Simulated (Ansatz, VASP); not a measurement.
Two plane-wave programs on CoH3

```xyz
4
Lattice="2.6127 0.0000 0.0000 0.0000 2.6127 0.0000 0.0000 0.0000 2.6127" Properties=species:S:1:pos:R:3 pbc="T T T"
Co    0.0000    0.0000    0.0000
H     0.0000    1.3063    1.3063
H     1.3063    0.0000    1.3063
H     1.3063    1.3063    0.0000
```

Change from the starting cell: species swapped into the Cu3Pd type (P4/mmm, No. 123).

Alike in both runs: functional PBE; k mesh 14 × 14 × 14; occupations gaussian, width 0.1 eV; no spin polarisation.

Ansatz relaxed the structure, and its values are those at the end. VASP's run is a single point on that final structure, the one shown.

|  | VASP | Ansatz |
| --- | --- | --- |
| version | VASP 6.6.1 | Ansatz 0.2.0 |
| potentials or method | VASP PAW PBE potentials, release 64 (Co, H), cutoff 520 eV | scalar-relativistic, plane waves, PAW |
| valence electrons in the cell | 12 | 20 |

```csv
,VASP,Ansatz,Ansatz less VASP
gap on the k mesh at the Fermi level (eV),none,none,-
pressure (GPa),-0.5,0.0,+0.50
```

A gap of «none» marks a metal or a gap that the smearing closes. The functional is the same, so the differences come from potentials, cutoffs and numerics. VASP's potentials hold 12 valence electrons a cell and Ansatz's 20, so a difference there can come from the potentials and not from the codes.
